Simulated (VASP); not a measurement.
# Co (P6_3/mmc) in VASP: single point with PBE

Aim: the single point of Co with PBE.

Program: VASP 6.6.1. These are calculated values, not measurements. Logs are shortened: lines on timing, memory, paths and dates and some standing lists are left out, and cuts for length are marked.

### Step 1. The cell of the first run

Symmetry: P6_3/mmc, No. 194, hexagonal system. Conventional cell: a = 2.507 Å, b = 2.507 Å, c = 4.070 Å, α = 90.00°, β = 90.00°, γ = 120.00°. Within 3.3 Å of Co (site symmetry -6m2) lie 12 Co at 2.50 to 2.51 Å.

### Step 2. Single point, PBE

POSCAR reads:

```
Co
1.0
    2.5074000000      0.0000000000      0.0000000000
   -1.2537000000      2.1714720974      0.0000000000
    0.0000000000      0.0000000000      4.0699000000
Co
2
Direct
    0.3333333333      0.6666666667      0.2500000000
    0.6666666667      0.3333333333      0.7500000000
```

INCAR.step1 reads:

```
SYSTEM = Co
PREC = Accurate ; ENCUT = 520
EDIFF = 1E-6 ; ISMEAR = -1
SIGMA = 0.08 ; LREAL = .FALSE.
LASPH = .TRUE. ; NELM = 120
ALGO = Normal ; ISIF = 2
LWAVE = .FALSE. ; LCHARG = .TRUE.
LMAXMIX = 4 ; GGA = PE
NBANDS = 16 ; GGA_COMPAT = .FALSE.
NEDOS = 2001 ; LORBIT = 11
```

KPOINTS.step1 reads:

```
regular mesh
0
G
  15 15 8
  0 0 0
```

INCAR.step2 reads:

```
SYSTEM = Co
PREC = Accurate ; ENCUT = 520
EDIFF = 1E-6 ; ISMEAR = -5
SIGMA = 0.08 ; LREAL = .FALSE.
LASPH = .TRUE. ; NELM = 120
ALGO = Normal ; ISIF = 2
LWAVE = .FALSE. ; LCHARG = .FALSE.
LMAXMIX = 4 ; GGA = PE
LORBIT = 10 ; NEDOS = 2001
ICHARG = 11 ; GGA_COMPAT = .FALSE.
```

KPOINTS.step2 reads:

```
regular mesh
0
G
  23 23 12
  0 0 0
```

Potentials or basis: VASP PAW PBE potentials, release 64 (Co).

The run is started by

```
cat potpaw_PBE.64/Co/POTCAR > POTCAR
cp INCAR.step1 INCAR
cp KPOINTS.step1 KPOINTS
mpirun -np 1 vasp_std > vasp.out
cp INCAR.step2 INCAR
cp KPOINTS.step2 KPOINTS
mpirun -np 1 vasp_std > vasp.out
```

OUTCAR:

```text
SYSTEM = Co
   PREC = Accurate
   ENCUT = 520
   EDIFF = 1E-6
   ISMEAR = -5
   LREAL = .FALSE.
   LASPH = .TRUE.
   NELM = 120
   ISIF = 2
   GGA = PE
   LORBIT = 10
   ICHARG = 11

 ion  position               nearest neighbor table
   1  0.333  0.667  0.250-   2 2.50   2 2.50   2 2.50   2 2.50   2 2.50   2 2.50
   2  0.667  0.333  0.750-   1 2.50   1 2.50   1 2.50   1 2.50   1 2.50   1 2.50

  LATTYP: Found a hexagonal cell.
 ALAT       =     2.5074000000
 C/A-ratio  =     1.6231554598

  Lattice vectors:

 A1 = (   2.5074000000,   0.0000000000,   0.0000000000)
 A2 = (  -1.2537000000,   2.1714720974,   0.0000000000)
 A3 = (   0.0000000000,   0.0000000000,   4.0699000000)

Analysis of symmetry for initial positions (statically):
=====================================================================
 Subroutine PRICEL returns:
 Original cell was already a primitive cell.

 Routine SETGRP: Setting up the symmetry group for a
 hexagonal supercell.

 Subroutine GETGRP returns: Found 24 space group operations
 (whereof 12 operations were pure point group operations)
 out of a pool of 24 trial point group operations.

The static configuration has the point symmetry D_3d.
 The point group associated with its full space group is D_6h.

Analysis of symmetry for dynamics (positions and initial velocities):
=====================================================================
 Subroutine PRICEL returns:
 Original cell was already a primitive cell.

 Routine SETGRP: Setting up the symmetry group for a
 hexagonal supercell.

 Subroutine GETGRP returns: Found 24 space group operations
 (whereof 12 operations were pure point group operations)
 out of a pool of 24 trial point group operations.

The dynamic configuration has the point symmetry D_3d.
 The point group associated with its full space group is D_6h.

 Subroutine INISYM returns: Found 24 space group operations
 (whereof 12 operations are pure point group operations),
 and found     1 'primitive' translations

----------------------------------------------------------------------------------------

                                     Primitive cell

  volume of cell :      22.1596

  direct lattice vectors                    reciprocal lattice vectors
     2.507400000  0.000000000  0.000000000     0.398819494  0.230258542  0.000000000
    -1.253700000  2.171472097  0.000000000     0.000000000  0.460517085  0.000000000
     0.000000000  0.000000000  4.069900000     0.000000000  0.000000000  0.245706283
[... 98 lines left out ...]
   NUPDOWN=      -1.0000    fix difference up-down
   EMIN   =  10.00;   EMAX   =-10.00  energy-range for DOS
   EFERMI =   0.00;   METHOD = LEGACY
   ISMEAR =    -5;   SIGMA  =   0.08  broadening in eV -4-tet -1-fermi 0-gaus
   EFERMI_NEDOS =   21; number of points for ismear=-14 and -15
   IALGO  =     38    algorithm
   IMIX   =      4    mixing-type and parameters
     AMIX     =   0.40;   BMIX     =  1.00
     AMIX_MAG =   1.60;   BMIX_MAG =  1.00
  volume/ion in A,a.u.               =      11.08        74.77
  Fermi-wavevector in a.u.,A,eV,Ry     =   1.527490  2.886538 31.745475  2.333227
  Thomas-Fermi vector in A             =   2.635379
   LORBIT       =     10    0 simple, 1 ext, 2 COOP (PROOUT), +10 PAW based schemes
   GGA     = PE    functional components
   LHFCALC =     F    Hartree Fock is set to
   AEXX    =    0.0000 exact exchange contribution
   IVDW    =     0    specifies the selected vdW correction
   LEPSILON=     F    determine dielectric tensor
   LRPA    =     F    only Hartree local field effects (RPA)
 non-spin polarized calculation
 Fermi weights with tetrahedron method with Bloechl corrections
  energy-cutoff  :      520.00
  volume of cell :       22.16
 maximum number of plane-waves:       612
 NGX is ok and might be reduce to    20

 number of electron      18.0000002 magnetization

 Free energy of the ion-electron system (eV)
  ---------------------------------------------------
  ext. energy  EPLUGINS =         0.00000000
  ---------------------------------------------------
  free energy    TOTEN  =       -13.55473946 eV

  energy without entropy =      -13.55473946  energy(sigma->0) =      -13.55473946

 E-fermi :   9.8551     XC(G=0): -13.2976

 val. band max:        9.8798516616   @ k =   0.1304   0.0435   0.5000
 cond. band min:       9.8058273479   @ k =   0.1304   0.0000   0.5000
 fundamental gap:     -0.0740243136
 Fermi energy:         9.8551150263

 k-point     1 :       0.0000    0.0000    0.0000
  band No.  band energies     occupation
      1       1.1625      2.00000
      2       5.3608      2.00000
      3       8.0879      2.00000
      4       8.1457      2.00000
      5       8.1457      2.00000
      6       8.4645      2.00000
      7       8.4645      2.00000
      8       8.8380      2.00000
      9       8.8380      2.00000
     10       9.8121      2.00000
     11       9.9377      0.00000
     12       9.9377      0.00000
     13      16.5023      0.00000
[... 354 lines left out ...]
  band No.  band energies     occupation
      1       1.9341      2.00000
      2       5.8201      2.00000
      3       7.6414      2.00000
      4       7.9245      2.00000
      5       8.2841      2.00000
      6       8.4732      2.00000
      7       8.5249      2.00000
      8       8.5295      2.00000
      9       8.8173      2.00000
     10       8.8295      2.00000
     11      10.0093      0.00000
     12      12.4626      0.00000
     13      16.6270      0.00000

 [... further k-points ...]
[... 5 lines left out ...]
  --------------------------------------------------------------------------------------
  -------------------------------------------------------------------------------------
  Total       -2.4020945     -2.4020945     -2.6391193     -0.0000000      0.0000000     -0.0000000
  in kB     -173.6756989   -173.6756989   -190.8130176     -0.0000000      0.0000000     -0.0000000
  external PRESSURE =    -179.3881385 kB  Pullay stress =       0.0000000 kB

 VOLUME and BASIS-vectors are now :
 -----------------------------------------------------------------------------
  energy-cutoff  :      520.00
  volume of cell :       22.16
      direct lattice vectors                 reciprocal lattice vectors
     2.507400000  0.000000000  0.000000000     0.398819494  0.230258542  0.000000000
    -1.253700000  2.171472097  0.000000000     0.000000000  0.460517085  0.000000000
     0.000000000  0.000000000  4.069900000     0.000000000  0.000000000  0.245706283

 POSITION                                       TOTAL-FORCE (eV/Angst)
 -----------------------------------------------------------------------------------
     -0.00000      1.44765      1.01747        -0.000000      0.000000      0.000000
      1.25370      0.72382      3.05242         0.000000     -0.000000      0.000000
 -----------------------------------------------------------------------------------
    total drift:                                0.000000      0.000000     -0.000000

  FREE ENERGIE OF THE ION-ELECTRON SYSTEM (eV)
  ---------------------------------------------------
  free  energy   TOTEN  =       -13.5547394593 eV

  energy  without entropy=      -13.5547394593  energy(sigma->0) =      -13.55473946

 total charge

# of ion       s       p       d       tot
------------------------------------------
    1        0.472   0.495   7.265   8.232
    2        0.472   0.495   7.265   8.232
--------------------------------------------------
tot          0.944   0.990  14.531  16.465
```

OSZICAR.step1:

```text
N       E                     dE             d eps       ncg     rms          rms(c)
DAV:   1     0.740459194855E+02    0.74046E+02   -0.84461E+03  4472   0.152E+03
DAV:   2    -0.140785530202E+02   -0.88124E+02   -0.81024E+02  4320   0.236E+02
DAV:   3    -0.162076927509E+02   -0.21291E+01   -0.20778E+01  5200   0.506E+01
DAV:   4    -0.162426159834E+02   -0.34923E-01   -0.34913E-01  6184   0.494E+00
DAV:   5    -0.162428212304E+02   -0.20525E-03   -0.20524E-03  5384   0.379E-01    0.140E+01
DAV:   6    -0.141936622424E+02    0.20492E+01   -0.12664E+01  4568   0.747E+01    0.597E+00
DAV:   7    -0.136586766677E+02    0.53499E+00   -0.20604E+00  4800   0.281E+01    0.161E+00
DAV:   8    -0.136279016547E+02    0.30775E-01   -0.19066E-02  7016   0.226E+00    0.572E-01
DAV:   9    -0.136215530832E+02    0.63486E-02   -0.13895E-03  6632   0.515E-01    0.803E-02
DAV:  10    -0.136215729367E+02   -0.19853E-04   -0.85045E-05  4984   0.116E-01    0.415E-02
DAV:  11    -0.136215741300E+02   -0.11933E-05   -0.24445E-06  5120   0.260E-02    0.502E-03
DAV:  12    -0.136215751389E+02   -0.10089E-05   -0.71029E-07  3016   0.109E-02    0.163E-03
DAV:  13    -0.136215751392E+02   -0.24625E-09   -0.15425E-07  2496   0.432E-03
   1 F= -.13621575E+02 E0= -.13557361E+02  d E =-.128428E+00
```

Wall time 92 s (1 thread of Oxide Virtual Turin-like, shared host); peak memory 0.19 GiB.

What came out:

| Item | Value |
| --- | --- |
| Valence electrons inside the program's atomic spheres | Co 8.23 |

Caveat: the run has no spin polarisation, though such a crystal can be magnetic. Spin polarisation is off, so any magnetic state and its effect on volume and gap are missing.
